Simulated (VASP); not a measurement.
# Sc (P6_3/mmc) in VASP: a series of runs

The runs below take Sc through single point, relaxation of volume and atoms at fixed shape, with LDA.

Everything below comes from runs of VASP 6.6.1. Logs are shortened: lines on timing, memory, paths and dates and some standing lists are left out, and cuts for length are marked.

### 1 The cell of the first run

Symmetry: P6_3/mmc, No. 194, hexagonal system. The conventional cell has a = 3.199 Å, b = 3.199 Å, c = 5.098 Å, α = 90.00°, β = 90.00°, γ = 120.00°. Within 4.1 Å of Sc (site symmetry -6m2) lie 12 Sc at 3.15 to 3.20 Å.

### 2 Single point, LDA

INCAR

```
SYSTEM = Sc
  ALGO = Normal
  EDIFF = 1E-6
  ENCUT = 520
  GGA = CA
  ISIF = 2
  ISMEAR = 0
  LASPH = .True.
  LCHARG = .False.
  LREAL = .False.
  LWAVE = .False.
  NBANDS = 18
  NELM = 100
  PREC = Accurate
  SIGMA = 0.05
```

KPOINTS

```
k-points
0
Gamma
  6 6 4
  0 0 0
```

POSCAR

```
Sc
1.0
    3.1991895656      0.0000000000      0.0000000000
   -1.5995947828      2.7705794353      0.0000000000
    0.0000000000      0.0000000000      5.0983035165
Sc
2
Direct
    0.3333333333      0.6666666667      0.2500000000
    0.6666666667      0.3333333333      0.7500000000
```

Potentials or basis: VASP PAW LDA potentials, release 64 (Sc_sv).

On the command line:

```console
$ cat potpaw_LDA.64/Sc_sv/POTCAR > POTCAR
$ mpirun -np 1 vasp_std > vasp.out
```

OUTCAR:

```text
SYSTEM = Sc
   EDIFF = 1E-6
   ENCUT = 520
   GGA = CA
   ISIF = 2
   ISMEAR = 0
   LASPH = .True.
   LREAL = .False.
   NELM = 100
   PREC = Accurate

 ion  position               nearest neighbor table
   1  0.333  0.667  0.250-   2 3.15   2 3.15   2 3.15   2 3.15   2 3.15   2 3.15
   2  0.667  0.333  0.750-   1 3.15   1 3.15   1 3.15   1 3.15   1 3.15   1 3.15

  LATTYP: Found a hexagonal cell.
 ALAT       =     3.1991895656
 C/A-ratio  =     1.5936234512

  Lattice vectors:

 A1 = (   3.1991895656,   0.0000000000,   0.0000000000)
 A2 = (  -1.5995947828,   2.7705794353,   0.0000000000)
 A3 = (   0.0000000000,   0.0000000000,   5.0983035165)

Analysis of symmetry for initial positions (statically):
=====================================================================
 Subroutine PRICEL returns:
 Original cell was already a primitive cell.

 Routine SETGRP: Setting up the symmetry group for a
 hexagonal supercell.

 Subroutine GETGRP returns: Found 24 space group operations
 (whereof 12 operations were pure point group operations)
 out of a pool of 24 trial point group operations.

The static configuration has the point symmetry D_3d.
 The point group associated with its full space group is D_6h.

Analysis of symmetry for dynamics (positions and initial velocities):
=====================================================================
 Subroutine PRICEL returns:
 Original cell was already a primitive cell.

 Routine SETGRP: Setting up the symmetry group for a
 hexagonal supercell.

 Subroutine GETGRP returns: Found 24 space group operations
 (whereof 12 operations were pure point group operations)
 out of a pool of 24 trial point group operations.

The dynamic configuration has the point symmetry D_3d.
 The point group associated with its full space group is D_6h.

 Subroutine INISYM returns: Found 24 space group operations
 (whereof 12 operations are pure point group operations),
 and found     1 'primitive' translations

----------------------------------------------------------------------------------------

                                     Primitive cell

  volume of cell :      45.1894

  direct lattice vectors                    reciprocal lattice vectors
     3.199189566  0.000000000  0.000000000     0.312579164  0.180467664  0.000000000
    -1.599594783  2.770579435  0.000000000     0.000000000  0.360935329  0.000000000
     0.000000000  0.000000000  5.098303516     0.000000000  0.000000000  0.196143677

  length of vectors
     3.199189566  3.199189566  5.098303516     0.360935329  0.360935329  0.196143677

  position of ions in fractional coordinates (direct lattice)
     0.333333333  0.666666667  0.250000000
     0.666666667  0.333333333  0.750000000

  ion indices of the primitive-cell ions
   primitive index   ion index
                 1           1
                 2           2

----------------------------------------------------------------------------------------

 KPOINTS: k-points

Automatic generation of k-mesh.
 Grid dimensions read from file:
 generate k-points for:    6    6    4

 Generating k-lattice:

  Cartesian coordinates                     Fractional coordinates (reciprocal lattice)
     0.052096527  0.030077944  0.000000000     0.166666667 -0.000000000  0.000000000
     0.000000000  0.060155888  0.000000000     0.000000000  0.166666667  0.000000000
     0.000000000  0.000000000  0.049035919     0.000000000  0.000000000  0.250000000

  Length of vectors
     0.060155888  0.060155888  0.049035919

  Shift w.r.t. Gamma in fractional coordinates (k-lattice)
     0.000000000  0.000000000  0.000000000

 Subroutine IBZKPT returns following result:
 ===========================================

 Found     21 irreducible k-points:

 Following reciprocal coordinates:
            Coordinates               Weight
  0.000000  0.000000  0.000000      1.000000
  0.166667  0.000000  0.000000      6.000000
  0.333333  0.000000  0.000000      6.000000
  0.500000  0.000000  0.000000      3.000000
  0.166667  0.166667  0.000000      6.000000
  0.333333  0.166667  0.000000     12.000000
[... 13 lines left out ...]
  0.333333  0.166667  0.500000     12.000000
  0.333333  0.333333  0.500000      2.000000
   k-points           NKPTS =     21   k-points in BZ     NKDIM =     21   number of bands    NBANDS=     18
   number of dos      NEDOS =    301   number of ions     NIONS =      2
   total plane-waves  NPLWV =  23040
   dimension x,y,z NGX =    24 NGY =   24 NGZ =   40
   dimension x,y,z NGXF=    48 NGYF=   48 NGZF=   80
   ions per type =               2
   NGX,Y,Z   is equivalent  to a cutoff of  12.47, 12.47, 13.04 a.u.
   NGXF,Y,Z  is equivalent  to a cutoff of  24.94, 24.94, 26.09 a.u.
 SYSTEM =  Sc
   PREC   = accura    normal or accurate (medium, high low for compatibility)
   ISTART =      0    job   : 0-new  1-cont  2-samecut
   ICHARG =      2    charge: 1-file 2-atom 10-const
   ISPIN  =      1    spin polarized calculation?
   LNONCOLLINEAR =      F non collinear calculations
   LSORBIT =      F    spin-orbit coupling
   LASPH  =      T    aspherical Exc in radial PAW
   ENCUT  =  520.0 eV  38.22 Ry    6.18 a.u.   5.95  5.95  9.48*2*pi/ulx,y,z
   NELM   =    100;   NELMIN=  2; NELMDL= -5     # of ELM steps
   EDIFF  = 0.1E-05   stopping-criterion for ELM
   LREAL  =      F    real-space projection
   EDIFFG = 0.1E-04   stopping-criterion for IOM
   NSW    =      0    number of steps for IOM
   IBRION =     -1    ionic relax: 0-MD 1-quasi-New 2-CG
   NFREE  =      0    steps in history (QN), initial steepest desc. (CG)
   ISIF   =      2    stress and relaxation
   ISYM   =      2    0-nonsym 1-usesym 2-fastsym
   POTIM  = 0.5000    time-step for ionic-motion
   TEBEG  =    0.0;   TEEND  =   0.0 temperature during run
   PSTRESS=    0.0 pullay stress
   NELECT =      22.0000    total number of electrons
   NUPDOWN=      -1.0000    fix difference up-down
   EMIN   =  10.00;   EMAX   =-10.00  energy-range for DOS
   EFERMI =   0.00;   METHOD = LEGACY
   ISMEAR =     0;   SIGMA  =   0.05  broadening in eV -4-tet -1-fermi 0-gaus
   EFERMI_NEDOS =   21; number of points for ismear=-14 and -15
   IALGO  =     38    algorithm
   IMIX   =      4    mixing-type and parameters
     AMIX     =   0.40;   BMIX     =  1.00
     AMIX_MAG =   1.60;   BMIX_MAG =  1.00
  volume/ion in A,a.u.               =      22.59       152.48
  Fermi-wavevector in a.u.,A,eV,Ry     =   1.287865  2.433712 22.566568  1.658596
  Thomas-Fermi vector in A             =   2.419853
   LORBIT       =      0    0 simple, 1 ext, 2 COOP (PROOUT), +10 PAW based schemes
   GGA     = CA    functional components
   LHFCALC =     F    Hartree Fock is set to
   AEXX    =    0.0000 exact exchange contribution
   IVDW    =     0    specifies the selected vdW correction
   LEPSILON=     F    determine dielectric tensor
   LRPA    =     F    only Hartree local field effects (RPA)
 non-spin polarized calculation
 Gauss-broadening in eV      SIGMA  =   0.05
  energy-cutoff  :      520.00
  volume of cell :       45.19
 maximum number of plane-waves:      1236
 NGX is ok and might be reduce to    24
   NGX = 11   NGY = 11   NGZ = 19

 number of electron      21.9999996 magnetization

 Free energy of the ion-electron system (eV)
  ---------------------------------------------------
  ext. energy  EPLUGINS =         0.00000000
  ---------------------------------------------------
  free energy    TOTEN  =       -13.45764754 eV

  energy without entropy =      -13.45493568  energy(sigma->0) =      -13.45629161

 E-fermi :   4.0300     XC(G=0): -10.5087

 val. band max:        4.0290529295   @ k =   0.5000   0.0000   0.5000
 cond. band min:       4.1096950641   @ k =   0.3333   0.0000   0.0000
 fundamental gap:      0.0806421346
 Fermi energy:         4.0299797246

 k-point     1 :       0.0000    0.0000    0.0000
  band No.  band energies     occupation
      1     -44.6239      2.00000
      2     -44.5240      2.00000
      3     -23.8638      2.00000
      4     -23.4007      2.00000
      5     -23.4007      2.00000
      6     -23.3205      2.00000
[... 10 lines left out ...]
     17       6.5224      0.00000
     18       6.5224      0.00000

 k-point     2 :       0.1667    0.0000    0.0000
  band No.  band energies     occupation
      1     -44.6044      2.00000
      2     -44.5163      2.00000
      3     -23.8156      2.00000
      4     -23.4982      2.00000
      5     -23.4319      2.00000
      6     -23.4203      2.00000
[... 10 lines left out ...]
     17       6.3335      0.00000
     18       6.5423      0.00000

 k-point     3 :       0.3333    0.0000    0.0000
  band No.  band energies     occupation
      1     -44.5617      2.00000
      2     -44.5043      2.00000
      3     -23.6991      2.00000
      4     -23.6961      2.00000
      5     -23.6081      2.00000
      6     -23.4904      2.00000
[... 10 lines left out ...]
     17       7.3469      0.00000
     18       7.5746      0.00000

 k-point     4 :       0.5000    0.0000    0.0000
  band No.  band energies     occupation
      1     -44.5355      2.00000
      2     -44.5030      2.00000
      3     -23.7955      2.00000
      4     -23.6972      2.00000
      5     -23.6131      2.00000
      6     -23.5184      2.00000
[... 312 lines left out ...]
      4     -23.6938      2.00000
      5     -23.4645      2.00000
      6     -23.4645      2.00000
[... 10 lines left out ...]
     17       7.7173      0.00000
     18       7.7337      0.00000

 k-point    20 :       0.3333    0.1667    0.5000
  band No.  band energies     occupation
      1     -44.5192      2.00000
      2     -44.5192      2.00000
      3     -23.7842      2.00000
      4     -23.7842      2.00000
      5     -23.5306      2.00000
      6     -23.5306      2.00000
[... 10 lines left out ...]
     17       8.0926      0.00000
     18       8.0945      0.00000

 k-point    21 :       0.3333    0.3333    0.5000
  band No.  band energies     occupation
      1     -44.5123      2.00000
      2     -44.5123      2.00000
      3     -23.7507      2.00000
      4     -23.7507      2.00000
      5     -23.6280      2.00000
      6     -23.6280      2.00000
[... 10 lines left out ...]
     17       7.9383      0.00000
     18       7.9383      0.00000

------------------------ aborting loop because EDIFF is reached ----------------------------------------

  FORCE on cell =-STRESS in cart. coord.  units (eV):
  Direction    XX          YY          ZZ          XY          YZ          ZX
  --------------------------------------------------------------------------------------
  -------------------------------------------------------------------------------------
  Total        0.3873092      0.3873092     -0.7532168      0.0000000      0.0000000      0.0000000
  in kB       13.7319463     13.7319463    -26.7051060      0.0000000      0.0000000      0.0000000
  external PRESSURE =       0.2529289 kB  Pullay stress =       0.0000000 kB

 VOLUME and BASIS-vectors are now :
 -----------------------------------------------------------------------------
  energy-cutoff  :      520.00
  volume of cell :       45.19
      direct lattice vectors                 reciprocal lattice vectors
     3.199189566  0.000000000  0.000000000     0.312579164  0.180467664  0.000000000
    -1.599594783  2.770579435  0.000000000     0.000000000  0.360935329  0.000000000
     0.000000000  0.000000000  5.098303516     0.000000000  0.000000000  0.196143677

 POSITION                                       TOTAL-FORCE (eV/Angst)
 -----------------------------------------------------------------------------------
     -0.00000      1.84705      1.27458         0.000000      0.000000      0.000000
      1.59959      0.92353      3.82373        -0.000000     -0.000000      0.000000
 -----------------------------------------------------------------------------------
    total drift:                               -0.000000      0.000000     -0.000000

  FREE ENERGIE OF THE ION-ELECTRON SYSTEM (eV)
  ---------------------------------------------------
  free  energy   TOTEN  =       -13.4576475418 eV

  energy  without entropy=      -13.4549356766  energy(sigma->0) =      -13.45629161
```

It took 8.7 s on 1 thread of Intel Xeon Platinum 8375C at 2.90GHz (Ice Lake), shared host; peak memory 0.14 GiB.

Results:

```yaml
Free_energy: -13.4576 eV
Pressure: 0.0 GPa
Band_gap_on_the_k_mesh: zero (bands 11 and 12 overlap by 1.49 eV)
```

Levels at points of the mesh, in eV from the Fermi level:
```
           k point  band 8  band 9  band 10  band 11  band 12  band 13  band 14  band 15
(0.00, 0.00, 0.00)  -27.32   -5.28    -1.85     0.70     1.61     1.61     1.75     2.08
(0.50, 0.00, 0.00)  -27.41   -1.66    -1.22    -0.88    -0.21     1.27     1.40     1.85
(0.00, 0.00, 0.50)  -27.39   -3.68    -3.68     0.87     0.87     1.54     1.54     1.54
(0.50, 0.00, 0.50)  -27.46   -1.66    -1.66     0.00     0.00     1.45     1.45     2.53
```

Caveat: the k points lie up to 0.38 Å⁻¹ apart, too coarse for converged energies and pressures of a metal.

### 3 Relaxation of volume and atoms at fixed shape, LDA

This run uses another cell than the first one, of 25.00 Å³/atom.

INCAR

```
ALGO = Normal
EDIFF = 1E-6
EDIFFG = -0.03
ENCUT = 600
GGA = CA
IBRION = 2
ISIF = 8
ISMEAR = 0
LASPH = T
LCHARG = F
LREAL = F
LWAVE = F
NELM = 60
NSW = 80
PREC = Accurate
SIGMA = 0.05
```

KPOINTS

```
k-points
0
Gamma
  6 6 4
```

POSCAR

```
Sc
1.0
    3.3090000000      0.0000000000      0.0000000000
   -1.6545000000      2.8656780611      0.0000000000
    0.0000000000      0.0000000000      5.2733000000
Sc
2
Direct
    0.3333333333      0.6666666667      0.2500000000
    0.6666666667      0.3333333333      0.7500000000
```

Potentials or basis: VASP PAW LDA potentials, release 64 (Sc_sv).

On the command line:

```console
$ cat potpaw_LDA.64/Sc_sv/POTCAR > POTCAR
$ mpirun -np 1 vasp_std > vasp.out
```

OUTCAR:

```text
EDIFF = 1E-6
   EDIFFG = -0.03
   ENCUT = 600
   GGA = CA
   IBRION = 2
   ISIF = 8
   ISMEAR = 0
   LASPH = T
   LREAL = F
   NELM = 60
   NSW = 80
   PREC = Accurate

 ion  position               nearest neighbor table
   1  0.333  0.667  0.250-   2 3.26   2 3.26   2 3.26   2 3.26   2 3.26   2 3.26
   2  0.667  0.333  0.750-   1 3.26   1 3.26   1 3.26   1 3.26   1 3.26   1 3.26

  LATTYP: Found a hexagonal cell.
 ALAT       =     3.3090000000
 C/A-ratio  =     1.5936234512

  Lattice vectors:

 A1 = (   3.3090000000,   0.0000000000,   0.0000000000)
 A2 = (  -1.6545000000,   2.8656780611,   0.0000000000)
 A3 = (   0.0000000000,   0.0000000000,   5.2733000000)

Analysis of symmetry for initial positions (statically):
=====================================================================
 Subroutine PRICEL returns:
 Original cell was already a primitive cell.

 Routine SETGRP: Setting up the symmetry group for a
 hexagonal supercell.

 Subroutine GETGRP returns: Found 24 space group operations
 (whereof 12 operations were pure point group operations)
 out of a pool of 24 trial point group operations.

The static configuration has the point symmetry D_3d.
 The point group associated with its full space group is D_6h.
[... 153 lines left out ...]

 Free energy of the ion-electron system (eV)
  ---------------------------------------------------
  ext. energy  EPLUGINS =         0.00000000
  ---------------------------------------------------
  free energy    TOTEN  =       -13.37251055 eV

  energy without entropy =      -13.37027756  energy(sigma->0) =      -13.37139405

------------------------ aborting loop because EDIFF is reached ----------------------------------------

  FORCE on cell =-STRESS in cart. coord.  units (eV):
  Direction    XX          YY          ZZ          XY          YZ          ZX
  --------------------------------------------------------------------------------------
  -------------------------------------------------------------------------------------
  Total       -1.3233755     -1.3233755     -2.3610321      0.0000000     -0.0000000      0.0000000
  in kB      -42.4020659    -42.4020659    -75.6494603      0.0000000     -0.0000000      0.0000000
  external PRESSURE =     -53.4845307 kB  Pullay stress =       0.0000000 kB
[... 59 lines left out ...]
--------------------------------------- Ionic step        3  -------------------------------------------

 number of electron      21.9999998 magnetization

 Free energy of the ion-electron system (eV)
  ---------------------------------------------------
  ext. energy  EPLUGINS =         0.00000000
  ---------------------------------------------------
  free energy    TOTEN  =       -13.45807077 eV

  energy without entropy =      -13.45536819  energy(sigma->0) =      -13.45671948

 E-fermi :   4.0248     XC(G=0): -10.5052

 val. band max:        4.0239883997   @ k =   0.5000   0.0000   0.5000
 cond. band min:       4.1043784841   @ k =   0.3333   0.0000   0.0000
 fundamental gap:      0.0803900845
 Fermi energy:         4.0247783570

 k-point     1 :       0.0000    0.0000    0.0000
  band No.  band energies     occupation
      1     -44.6307      2.00000
      2     -44.5310      2.00000
      3     -23.8701      2.00000
      4     -23.4083      2.00000
      5     -23.4083      2.00000
      6     -23.3284      2.00000
      7     -23.3284      2.00000
      8     -23.2962      2.00000
      9      -1.2505      2.00000
     10       2.1780      2.00000
     11       4.7254      0.00000
     12       5.6315      0.00000
     13       5.6315      0.00000
     14       5.7711      0.00000
[... 388 lines left out ...]
  FREE ENERGIE OF THE ION-ELECTRON SYSTEM (eV)
  ---------------------------------------------------
  free  energy   TOTEN  =       -13.4580707701 eV

  energy  without entropy=      -13.4553681856  energy(sigma->0) =      -13.45671948

 reached required accuracy - stopping structural energy minimisation
```

OSZICAR:

```text
N       E                     dE             d eps       ncg     rms          rms(c)
DAV:   1     0.409195590776E+03    0.40920E+03   -0.11590E+04   630   0.177E+03
DAV:   2     0.117046959200E+02   -0.39749E+03   -0.39159E+03   922   0.674E+02
DAV:   3    -0.142445548137E+02   -0.25949E+02   -0.25124E+02  1064   0.220E+02
DAV:   4    -0.148257654954E+02   -0.58121E+00   -0.48090E+00   950   0.232E+01
[... 22 lines left out ...]
DAV:   3    -0.134584471463E+02    0.94796E-02   -0.43892E-02   799   0.292E+00    0.299E-01
DAV:   4    -0.134581192888E+02    0.32786E-03   -0.18620E-03   925   0.641E-01    0.522E-02
DAV:   5    -0.134580710422E+02    0.48247E-04   -0.36278E-04   918   0.290E-01    0.888E-03
DAV:   6    -0.134580708289E+02    0.21329E-06   -0.10722E-05  1027   0.593E-02    0.213E-03
DAV:   7    -0.134580707701E+02    0.58742E-07   -0.61091E-07   364   0.144E-02
   3 F= -.13458071E+02 E0= -.13456719E+02  d E =-.855602E-01
```

Run time: 30 s. Hardware: 1 thread of Intel Xeon Platinum 8375C at 2.90GHz (Ice Lake), shared host; peak memory 0.16 GiB.

Results:

```yaml
Free_energy: -13.4581 eV
Relaxed_volume: 22.61 Å³/atom
Relaxed_cell: a = 3.200 Å, b = 3.200 Å, c = 5.100 Å, α = 90.00°, β = 90.00°, γ = 120.00°
Space_group_after_relaxing_to_0.1_Å: P6_3/mmc (No. 194)
Energy_gained_by_relaxing: 42.8 meV/atom
Ionic_steps: 3
Pressure_after_relaxing: 0.0 GPa
Band_gap_on_the_k_mesh: zero (bands 11 and 12 overlap by 1.48 eV)
```

Stress tensor (GPa, compression positive):
```
 1.36  0.00  0.00
 0.00  1.36  0.00
 0.00  0.00 -2.67
```

The path:
| step | energy change (eV) | largest force (eV/Å) | pressure (GPa) | volume (Å³) |
| --- | --- | --- | --- | --- |
| 1 | 0.0000 | 0.0000 | -5.35 | 50.00 |
| 2 | -0.0807 | 0.0000 | 1.52 | 44.20 |
| 3 | -0.0856 | 0.0000 | 0.02 | 45.23 |

Final structure:
```yaml
crystal:
  lattice:
    - [3.20005, 0.00000, 0.00000]
    - [-1.60003, 2.77133, 0.00000]
    - [0.00000, 0.00000, 5.09968]
  atoms:
    - { symbol: Sc, position: [0.33333, 0.66667, 0.25000] }
    - { symbol: Sc, position: [0.66667, 0.33333, 0.75000] }
```

Levels at points of the mesh, in eV from the Fermi level:
| k point | band 8 | band 9 | band 10 | band 11 | band 12 | band 13 | band 14 | band 15 |
| --- | --- | --- | --- | --- | --- | --- | --- | --- |
| (0.00, 0.00, 0.00) | -27.32 | -5.28 | -1.85 | 0.70 | 1.61 | 1.61 | 1.75 | 2.07 |
| (0.50, 0.00, 0.00) | -27.41 | -1.66 | -1.22 | -0.88 | -0.21 | 1.27 | 1.40 | 1.85 |
| (0.00, 0.00, 0.50) | -27.39 | -3.68 | -3.68 | 0.87 | 0.87 | 1.54 | 1.54 | 1.54 |
| (0.50, 0.00, 0.50) | -27.47 | -1.66 | -1.66 | 0.00 | 0.00 | 1.44 | 1.44 | 2.52 |

Caveat: the k points lie up to 0.38 Å⁻¹ apart in the final cell, too coarse for converged energies and pressures of a metal.

The gap in the log of VASP goes by the Fermi energy; the results here count the filled bands.